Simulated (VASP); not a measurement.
# LaTlO2 (P4/mmm) in VASP: settings compared

The runs below take LaTlO2 through single point, with PBE, r2SCAN.

Program: VASP 6.6.1. These are calculated values, not measurements. Logs are shortened: lines on timing, memory, paths and dates and some standing lists are left out, and cuts for length are marked.

**1. The cell of the first run**

Symmetry: P4/mmm, No. 123, tetragonal system. The conventional cell has a = 3.781 Å, b = 3.781 Å, c = 5.031 Å, α = 90.00°, β = 90.00°, γ = 90.00°. Tl (site symmetry 4/mmm) has 6 O at 2.52 to 2.67 Å within 3.3 Å. Within 3.3 Å of O (site symmetry 4/mmm) lie 2 Tl at 2.52 Å and 4 La at 2.67 Å. O (site symmetry 4/mmm) has 2 La at 2.52 Å and 4 Tl at 2.67 Å within 3.3 Å. La (site symmetry 4/mmm) has 6 O at 2.52 to 2.67 Å within 3.3 Å.

**2. Single point, PBE**

Input file INCAR:

```
PREC = Accurate
ENCUT = 520
EDIFF = 1E-6
ISMEAR = -1
SIGMA = 0.02
LREAL = F
LASPH = T
NELM = 80
ALGO = Normal
ISIF = 2
LWAVE = F
LCHARG = F
GGA = PE
NBANDS = 26
```

Input file KPOINTS:

```
regular mesh
0
Gamma
  8 8 6
```

Input file POSCAR:

```
LaTlO2
1.0
    3.7807354270      0.0000000000      0.0000000000
    0.0000000000      3.7807354270      0.0000000000
    0.0000000000      0.0000000000      5.0308832637
Tl O La
1 2 1
Direct
    0.0000000000      0.0000000000      0.0000000000
    0.0000000000      0.0000000000      0.5000000000
    0.5000000000      0.5000000000      0.0000000000
    0.5000000000      0.5000000000      0.5000000000
```

Potentials or basis: VASP PAW PBE potentials, release 64 (Tl_d, O, La).

Command:

```console
$ cat potpaw_PBE.64/Tl_d/POTCAR potpaw_PBE.64/O/POTCAR potpaw_PBE.64/La/POTCAR > POTCAR
$ mpirun -np 1 vasp_std > vasp.out
```

OUTCAR:

```text
PREC = Accurate
   ENCUT = 520
   EDIFF = 1E-6
   ISMEAR = -1
   LREAL = F
   LASPH = T
   NELM = 80
   ISIF = 2
   GGA = PE

 ion  position               nearest neighbor table
   1  0.000  0.000  0.000-   2 2.52   2 2.52   3 2.67   3 2.67   3 2.67   3 2.67   4 3.67   4 3.67
                             4 3.67   4 3.67   4 3.67   4 3.67   4 3.67   4 3.67
   2  0.000  0.000  0.500-   1 2.52   1 2.52   4 2.67   4 2.67   4 2.67   4 2.67
   3  0.500  0.500  0.000-   4 2.52   4 2.52   1 2.67   1 2.67   1 2.67   1 2.67
   4  0.500  0.500  0.500-   3 2.52   3 2.52   2 2.67   2 2.67   2 2.67   2 2.67   1 3.67   1 3.67
                             1 3.67   1 3.67   1 3.67   1 3.67   1 3.67   1 3.67

  LATTYP: Found a simple tetragonal cell.
 ALAT       =     3.7807354270
 C/A-ratio  =     1.3306626081

  Lattice vectors:

 A1 = (   3.7807354270,   0.0000000000,   0.0000000000)
 A2 = (   0.0000000000,   3.7807354270,   0.0000000000)
 A3 = (   0.0000000000,   0.0000000000,   5.0308832637)

Analysis of symmetry for initial positions (statically):
=====================================================================
 Subroutine PRICEL returns:
 Original cell was already a primitive cell.

 Routine SETGRP: Setting up the symmetry group for a
 simple tetragonal supercell.

 Subroutine GETGRP returns: Found 16 space group operations
 (whereof 16 operations were pure point group operations)
 out of a pool of 16 trial point group operations.

The static configuration has the point symmetry D_4h.

Analysis of symmetry for dynamics (positions and initial velocities):
=====================================================================
 Subroutine PRICEL returns:
 Original cell was already a primitive cell.

 Routine SETGRP: Setting up the symmetry group for a
 simple tetragonal supercell.

 Subroutine GETGRP returns: Found 16 space group operations
 (whereof 16 operations were pure point group operations)
 out of a pool of 16 trial point group operations.

The dynamic configuration has the point symmetry D_4h.

 Subroutine INISYM returns: Found 16 space group operations
 (whereof 16 operations are pure point group operations),
 and found     1 'primitive' translations

----------------------------------------------------------------------------------------

                                     Primitive cell

  volume of cell :      71.9112

  direct lattice vectors                    reciprocal lattice vectors
     3.780735427  0.000000000  0.000000000     0.264498804  0.000000000  0.000000000
     0.000000000  3.780735427  0.000000000     0.000000000  0.264498804  0.000000000
     0.000000000  0.000000000  5.030883264     0.000000000  0.000000000  0.198772253

  length of vectors
     3.780735427  3.780735427  5.030883264     0.264498804  0.264498804  0.198772253

  position of ions in fractional coordinates (direct lattice)
     0.000000000  0.000000000  0.000000000
     0.000000000  0.000000000  0.500000000
     0.500000000  0.500000000  0.000000000
     0.500000000  0.500000000  0.500000000

  ion indices of the primitive-cell ions
   primitive index   ion index
                 1           1
                 2           2
                 3           3
                 4           4

----------------------------------------------------------------------------------------

 KPOINTS: regular mesh

Automatic generation of k-mesh.
 Grid dimensions read from file:
 generate k-points for:    8    8    6

 Generating k-lattice:

  Cartesian coordinates                     Fractional coordinates (reciprocal lattice)
     0.033062351  0.000000000  0.000000000     0.125000000  0.000000000  0.000000000
     0.000000000  0.033062351  0.000000000     0.000000000  0.125000000  0.000000000
     0.000000000  0.000000000  0.033128709     0.000000000  0.000000000  0.166666667

  Length of vectors
     0.033062351  0.033062351  0.033128709

  Shift w.r.t. Gamma in fractional coordinates (k-lattice)
     0.000000000  0.000000000  0.000000000

 Subroutine IBZKPT returns following result:
 ===========================================

 Found     60 irreducible k-points:

 Following reciprocal coordinates:
            Coordinates               Weight
  0.000000  0.000000  0.000000      1.000000
  0.125000  0.000000  0.000000      4.000000
  0.250000  0.000000  0.000000      4.000000
  0.375000  0.000000  0.000000      4.000000
  0.500000  0.000000  0.000000      2.000000
  0.125000  0.125000  0.000000      4.000000
[... 16 lines left out ...]
  0.375000  0.125000  0.166667     16.000000
  0.500000  0.125000  0.166667      8.000000
 [... further k-points ...]
   k-points           NKPTS =     60   k-points in BZ     NKDIM =     60   number of bands    NBANDS=     26
   number of dos      NEDOS =    301   number of ions     NIONS =      4
   total plane-waves  NPLWV =  31360
   dimension x,y,z NGX =    28 NGY =   28 NGZ =   40
   dimension x,y,z NGXF=    56 NGYF=   56 NGZF=   80
   ions per type =               1   2   1
   NGX,Y,Z   is equivalent  to a cutoff of  12.31, 12.31, 13.22 a.u.
   NGXF,Y,Z  is equivalent  to a cutoff of  24.62, 24.62, 26.44 a.u.
 SYSTEM =  unknown system
   PREC   = accura    normal or accurate (medium, high low for compatibility)
   ISTART =      0    job   : 0-new  1-cont  2-samecut
   ICHARG =      2    charge: 1-file 2-atom 10-const
   ISPIN  =      1    spin polarized calculation?
   LNONCOLLINEAR =      F non collinear calculations
   LSORBIT =      F    spin-orbit coupling
   LASPH  =      T    aspherical Exc in radial PAW
   ENCUT  =  520.0 eV  38.22 Ry    6.18 a.u.   7.03  7.03  9.35*2*pi/ulx,y,z
   NELM   =     80;   NELMIN=  2; NELMDL= -5     # of ELM steps
   EDIFF  = 0.1E-05   stopping-criterion for ELM
   LREAL  =      F    real-space projection
   EDIFFG = 0.1E-04   stopping-criterion for IOM
   NSW    =      0    number of steps for IOM
   IBRION =     -1    ionic relax: 0-MD 1-quasi-New 2-CG
   NFREE  =      0    steps in history (QN), initial steepest desc. (CG)
   ISIF   =      2    stress and relaxation
   ISYM   =      2    0-nonsym 1-usesym 2-fastsym
   POTIM  = 0.5000    time-step for ionic-motion
   TEBEG  =    0.0;   TEEND  =   0.0 temperature during run
   PSTRESS=    0.0 pullay stress
   NELECT =      36.0000    total number of electrons
   NUPDOWN=      -1.0000    fix difference up-down
   EMIN   =  10.00;   EMAX   =-10.00  energy-range for DOS
   EFERMI =   0.00;   METHOD = LEGACY
   ISMEAR =    -1;   SIGMA  =   0.02  broadening in eV -4-tet -1-fermi 0-gaus
   EFERMI_NEDOS =   21; number of points for ismear=-14 and -15
   IALGO  =     38    algorithm
   IMIX   =      4    mixing-type and parameters
     AMIX     =   0.40;   BMIX     =  1.00
     AMIX_MAG =   1.60;   BMIX_MAG =  1.00
  volume/ion in A,a.u.               =      17.98       121.32
  Fermi-wavevector in a.u.,A,eV,Ry     =   1.299900  2.456455 22.990321  1.689741
  Thomas-Fermi vector in A             =   2.431134
   LORBIT       =      0    0 simple, 1 ext, 2 COOP (PROOUT), +10 PAW based schemes
   GGA     = PE    functional components
   LHFCALC =     F    Hartree Fock is set to
   AEXX    =    0.0000 exact exchange contribution
   IVDW    =     0    specifies the selected vdW correction
   LEPSILON=     F    determine dielectric tensor
   LRPA    =     F    only Hartree local field effects (RPA)
 non-spin polarized calculation
  energy-cutoff  :      520.00
  volume of cell :       71.91
 maximum number of plane-waves:      1952
   NGX = 15   NGY = 15   NGZ = 19

 number of electron      35.9999990 magnetization

 Free energy of the ion-electron system (eV)
  ---------------------------------------------------
  ext. energy  EPLUGINS =         0.00000000
  ---------------------------------------------------
  free energy    TOTEN  =       -24.63038352 eV

  energy without entropy =      -24.62840760  energy(sigma->0) =      -24.62939556

 E-fermi :   7.9507     XC(G=0): -10.5589

 val. band max:        7.9326019390   @ k =   0.5000   0.1250   0.3333
 cond. band min:       7.9632235183   @ k =   0.2500   0.2500   0.5000
 fundamental gap:      0.0306215793
 Fermi energy:         7.9506673615

 k-point     1 :       0.0000    0.0000    0.0000
  band No.  band energies     occupation
      1     -25.2762      2.00000
      2     -10.5262      2.00000
      3      -9.8190      2.00000
      4      -9.0511      2.00000
      5      -8.7371      2.00000
      6      -8.7371      2.00000
[... 18 lines left out ...]
     25      10.0853      0.00000
     26      10.0853      0.00000

 k-point     2 :       0.1250    0.0000    0.0000
  band No.  band energies     occupation
      1     -25.2657      2.00000
      2     -10.7137      2.00000
      3      -9.7943      2.00000
      4      -9.0388      2.00000
      5      -8.7183      2.00000
      6      -8.5872      2.00000
[... 18 lines left out ...]
     25      10.0049      0.00000
     26      10.0656      0.00000

 k-point     3 :       0.2500    0.0000    0.0000
  band No.  band energies     occupation
      1     -25.2401      2.00000
      2     -11.0841      2.00000
      3      -9.7332      2.00000
      4      -9.0089      2.00000
      5      -8.6722      2.00000
      6      -8.3045      2.00000
[... 18 lines left out ...]
     25       9.9262      0.00000
     26      10.0963      0.00000

 k-point     4 :       0.3750    0.0000    0.0000
  band No.  band energies     occupation
      1     -25.2142      2.00000
      2     -11.3912      2.00000
      3      -9.6703      2.00000
      4      -8.9787      2.00000
      5      -8.6251      2.00000
      6      -8.0813      2.00000
[... 18 lines left out ...]
     25       9.9342      0.00000
     26       9.9481      0.00000
[... 496 lines left out ...]
      1     -25.2288      2.00000
      2     -11.0594      2.00000
      3     -10.1913      2.00000
      4      -8.8580      2.00000
      5      -8.4080      2.00000
      6      -8.2188      2.00000
[... 18 lines left out ...]
     25       9.9114      0.00000
     26      10.2740      0.00000

 k-point    23 :       0.3750    0.1250    0.1667
  band No.  band energies     occupation
      1     -25.2035      2.00000
      2     -11.3035      2.00000
      3     -10.1411      2.00000
      4      -8.7799      2.00000
      5      -8.3751      2.00000
      6      -8.1541      2.00000
[... 18 lines left out ...]
     25       9.9300      0.00000
     26      10.1391      0.00000

 k-point    24 :       0.5000    0.1250    0.1667
  band No.  band energies     occupation
      1     -25.1929      2.00000
      2     -11.4006      2.00000
      3     -10.1199      2.00000
      4      -8.7274      2.00000
      5      -8.3612      2.00000
      6      -8.1519      2.00000
[... 18 lines left out ...]
     25       9.9623      0.00000
     26      10.0084      0.00000

 [... further k-points ...]

------------------------ aborting loop because EDIFF is reached ----------------------------------------

  FORCE on cell =-STRESS in cart. coord.  units (eV):
  Direction    XX          YY          ZZ          XY          YZ          ZX
  --------------------------------------------------------------------------------------
  -------------------------------------------------------------------------------------
  Total        0.6389309      0.6389309      0.6187536      0.0000000     -0.0000000      0.0000000
  in kB       14.2353331     14.2353331     13.7857845      0.0000000     -0.0000000      0.0000000
  external PRESSURE =      14.0854836 kB  Pullay stress =       0.0000000 kB

 VOLUME and BASIS-vectors are now :
 -----------------------------------------------------------------------------
  energy-cutoff  :      520.00
  volume of cell :       71.91
      direct lattice vectors                 reciprocal lattice vectors
     3.780735427  0.000000000  0.000000000     0.264498804  0.000000000  0.000000000
     0.000000000  3.780735427  0.000000000     0.000000000  0.264498804  0.000000000
     0.000000000  0.000000000  5.030883264     0.000000000  0.000000000  0.198772253

 POSITION                                       TOTAL-FORCE (eV/Angst)
 -----------------------------------------------------------------------------------
      0.00000      0.00000      0.00000         0.000000      0.000000      0.000000
      0.00000      0.00000      2.51544         0.000000      0.000000      0.000000
      1.89037      1.89037      0.00000         0.000000      0.000000      0.000000
      1.89037      1.89037      2.51544         0.000000      0.000000      0.000000
 -----------------------------------------------------------------------------------
    total drift:                                0.000000      0.000000      0.000000

  FREE ENERGIE OF THE ION-ELECTRON SYSTEM (eV)
  ---------------------------------------------------
  free  energy   TOTEN  =       -24.6303835188 eV

  energy  without entropy=      -24.6284075986  energy(sigma->0) =      -24.62939556
```

Wall time 51 s (1 thread of Intel Xeon 6975P-C (Granite Rapids), shared host); peak memory 0.27 GiB.

What came out:

| Item | Value |
| --- | --- |
| Free energy | -24.6304 eV |
| Pressure | 1.4 GPa |
| Band gap on the k mesh | zero (bands 18 and 19 overlap by 1.21 eV) |

Caveat: spin-orbit coupling is left out, which moves the levels of the heavy elements.

**3. Single point, PBE**

This run uses another cell than the first one, of 18.30 Å³/atom.

Input file INCAR:

```
ALGO = Normal
EDIFF = 1E-7
ENCUT = 520
GGA = PE
ISIF = 2
ISMEAR = -1
LASPH = T
LCHARG = F
LREAL = F
LWAVE = F
NBANDS = 26
NELM = 60
PREC = Accurate
SIGMA = 0.02
```

Input file KPOINTS:

```
k-points
0
Gamma
  8 8 6
```

Input file POSCAR:

```
LaTlO2
1.0
    3.8118056049      0.0000000000      0.0000000000
    0.0000000000      3.8118056049      0.0000000000
    0.0000000000      0.0000000000      5.0390821775
Tl O La
1 2 1
Direct
    0.0000000000      0.0000000000      0.0000000000
    0.0000000000      0.0000000000      0.5000000000
    0.5000000000      0.5000000000      0.0000000000
    0.5000000000      0.5000000000      0.5000000000
```

Potentials or basis: VASP PAW PBE potentials, release 64 (Tl_d, O, La).

Command:

```console
$ cat potpaw_PBE.64/Tl_d/POTCAR potpaw_PBE.64/O/POTCAR potpaw_PBE.64/La/POTCAR > POTCAR
$ mpirun -np 1 vasp_std > vasp.out
```

Run time: 53 s. Hardware: 1 thread of Intel Xeon 6975P-C (Granite Rapids), shared host; peak memory 0.27 GiB.

Results (log left out):

| Property | Result |
| --- | --- |
| Free energy | -24.6366 eV |
| Pressure | -0.1 GPa |
| Band gap on the k mesh | zero (bands 18 and 19 overlap by 1.15 eV) |

Levels at points of the mesh, in eV from the Fermi level:
```csv
k point,band 15,band 16,band 17,band 18,band 19,band 20,band 21,band 22
"(0.00, 0.00, 0.00)",-3.63,-3.06,-3.06,-2.58,-0.46,1.42,1.73,1.92
"(0.50, 0.00, 0.00)",-4.65,-2.46,-2.33,-0.19,1.25,1.40,1.53,1.62
"(0.50, 0.50, 0.00)",-3.85,-3.33,-3.33,-2.46,1.13,1.13,1.55,1.55
"(0.00, 0.00, 0.50)",-3.48,-3.36,-3.36,-1.05,-0.45,1.10,1.40,1.73
"(0.50, 0.00, 0.50)",-4.05,-2.51,-2.45,0.70,0.80,1.38,1.51,1.53
"(0.50, 0.50, 0.50)",-4.08,-3.34,-3.34,-0.46,1.55,1.55,1.77,1.77
```

Caveat: spin-orbit coupling is left out, which moves the levels of the heavy elements.

[end of part 1 of 2]

The gap in the log of VASP goes by the Fermi energy; the results here count the filled bands.